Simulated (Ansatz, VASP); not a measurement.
**MnO2: VASP beside Ansatz**

File INCAR:

```
SYSTEM = MnO2
PREC = Accurate ; ENCUT = 520
EDIFF = 1E-7 ; ISMEAR = -1
SIGMA = 0.03 ; LREAL = .FALSE.
LASPH = .TRUE. ; NELM = 150
ALGO = Normal ; ISIF = 2
LWAVE = .FALSE. ; LCHARG = .FALSE.
ISPIN = 2 ; MAGMOM = 4 0 0
LORBIT = 11 ; LMAXMIX = 4
LDAU = .TRUE. ; LDAUTYPE = 2
LDAUL = 2 -1 ; LDAUU = 1.5 0
LDAUJ = 0 0 ; LDAUPRINT = 1
GGA = CA ; NBANDS = 24
```

The input KPOINTS:

```
regular mesh
0
G
  11 11 6
  0 0 0
```

The input POSCAR:

```
MnO2
1.0
    2.8565781804      0.0000000000      0.0000000000
   -1.4282890902      2.4738692722      0.0000000000
    0.0000000000      0.0000000000      4.6013740589
Mn O
1 2
Direct
    0.0000000000      0.0000000000      0.5000000000
    0.6666666667      0.3333333333      0.2937074300
    0.3333333333      0.6666666667      0.7062925700
```

Input for Ansatz:

```yaml
crystal:
  lattice:
    - [2.8565781804, 0.0, 0.0]
    - [-1.4282890902, 2.4738692722, 0.0]
    - [0.0, 0.0, 4.6013740589]
  atoms:
    - { symbol: Mn, position: [0.0, 0.0, 0.5], spin: 4.0 }
    - { symbol: O, position: [0.6666666667, 0.3333333333, 0.29370743] }
    - { symbol: O, position: [0.3333333333, 0.6666666667, 0.70629257] }
magnetization:
  spin_polarized: true
kpoints:
  mp_grid: { grid: [11, 11, 6] }
scf:
  occupations: { method: fermi_dirac, width: 0.03 }
hamiltonian:
  xc: lda
  pseudopotentials: { kind: all_electron, lapw: { basis_error: 0.001 } }
  hubbard: { sites: [{ species: Mn, l: d, u_eff: 1.5 }] }
output:
  forces: true
  stress: true
  eigenvalues: true
  hubbard: { sites: [{ species: Mn, l: d }] }
  populations: true
```

Alike in both runs: task single point; functional LDA; k mesh 11 × 11 × 6; occupations fermi-dirac, width 0.03 eV; collinear spin; Hubbard terms Mn d U = 1.5 eV.

|  | VASP | Ansatz |
| --- | --- | --- |
| version | VASP 6.6.1 | Ansatz 0.2.0 |
| potentials or method | VASP PAW LDA potentials, release 64 (Mn_pv, O), cutoff 520 eV | all-electron LAPW, scalar-relativistic |

|  | VASP | Ansatz | Ansatz less VASP |
| --- | --- | --- | --- |
| gap on the k mesh at the Fermi level (eV) | 1.16 | 1.28 | +0.114 |
| pressure (GPa) | -6.1 | -6.9 | -0.75 |
| traceless stress, the component that is largest in VASP (GPa) | 1.36 | 1.50 | +0.138 |
| rms of the force components (eV/Å) | 0.175 | 0.215 | +0.0403 |
| net moment per atom (μB) | 1.00 | 1.00 | 0.000 |
| size of the moment on the site where the two differ most (μB) | 2.90 | 2.80 | -0.096 |

LDA's correlation is that of Perdew and Zunger in VASP and of Perdew and Wang (1992) in Ansatz. Site moments also hang on the region over which each program counts them. The programs project onto different local orbitals, so the same U acts differently, and such runs can settle in different states. Atom by atom the forces differ by 0.040 eV/Å (rms over components). Ansatz ran all-electron here, and VASP with PAW potentials.
